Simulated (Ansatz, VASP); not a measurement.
**TiAl: VASP beside Ansatz**

```
CELL_PARAMETERS angstrom
-3.15647 3.15647 3.15647
3.15647 -3.15647 3.15647
3.15647 3.15647 -3.15647
ATOMIC_POSITIONS crystal
Ti 0.00000 0.50000 0.50000
Ti 0.50000 0.00000 0.50000
Ti 0.50000 0.50000 0.00000
Ti 0.00000 0.00000 0.00000
Al 0.50000 0.50000 0.50000
Al 0.00000 0.00000 0.50000
Al 0.00000 0.50000 0.00000
Al 0.50000 0.00000 0.00000
```

Alike in both runs: task single point; functional PBEsol; k mesh 14 × 14 × 14; occupations gaussian, width 0.15 eV; no spin polarisation.

```csv
,VASP,Ansatz
version,VASP 6.6.1,Ansatz 0.2.0
potentials or method,"VASP PAW PBE potentials, release 64 (Ti_sv, Al), cutoff 520 eV","scalar-relativistic, plane waves, PAW"
valence electrons in the cell,60,60
```

```csv
,VASP,Ansatz,Ansatz less VASP
gap on the k mesh at the Fermi level (eV),none,none,-
pressure (GPa),0.1,0.0,-0.06
```

VASP's potentials were made for PBE, not for PBEsol. A gap of «none» marks a metal or a gap that the smearing closes. With one functional, cell and mesh, what is left measures potentials, basis and numerics.
